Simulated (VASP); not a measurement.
**PbSe (Clausthalite): single point with PBE**

PbSe (Clausthalite):

```
Pb Se
1.0
     0.00000    3.01928    3.01928
     3.01928    0.00000    3.01928
     3.01928    3.01928    0.00000
Pb Se
1 1
Direct
  0.00000 0.00000 0.00000
  0.50000 0.50000 0.50000
```

* Program: VASP 6.6.1
* Task: single point
* Functional: PBE
* Potentials or basis: VASP PAW PBE potentials, release 64 (Pb_d, Se)
* Cutoff: 520 eV
* k mesh: 6 × 6 × 6
* Occupations: methfessel-paxton, width 0.02 eV
* Spin: no spin polarisation

- Pressure: 4.9 GPa
- Band gap on the k mesh: 0.15 eV, direct

Levels at points of the mesh, in eV from the valence-band top:
| k point | band 6 | band 7 | band 8 | band 9 | band 10 | band 11 | band 12 | band 13 | band 14 | band 15 |
| --- | --- | --- | --- | --- | --- | --- | --- | --- | --- | --- |
| (0.00, 0.00, 0.00) | -13.99 | -6.28 | -2.11 | -2.11 | -2.11 | 4.76 | 4.76 | 4.76 | 6.38 | 6.38 |
| (0.50, 0.00, 0.00) | -12.83 | -9.09 | -1.67 | -1.67 | 0.00 | 0.15 | 1.57 | 1.57 | 8.56 | 10.08 |
| (0.50, 0.50, 0.00) | -12.39 | -7.50 | -5.38 | -3.54 | -3.54 | 3.47 | 5.73 | 5.73 | 6.18 | 11.35 |

Run time: 14 s on 1 thread of Intel Xeon 8259CL, on a shared host, peak memory 0.18 GiB.

Caveat: spin-orbit coupling is left out, which moves the levels of the heavy elements. A k mesh can miss the band edges.
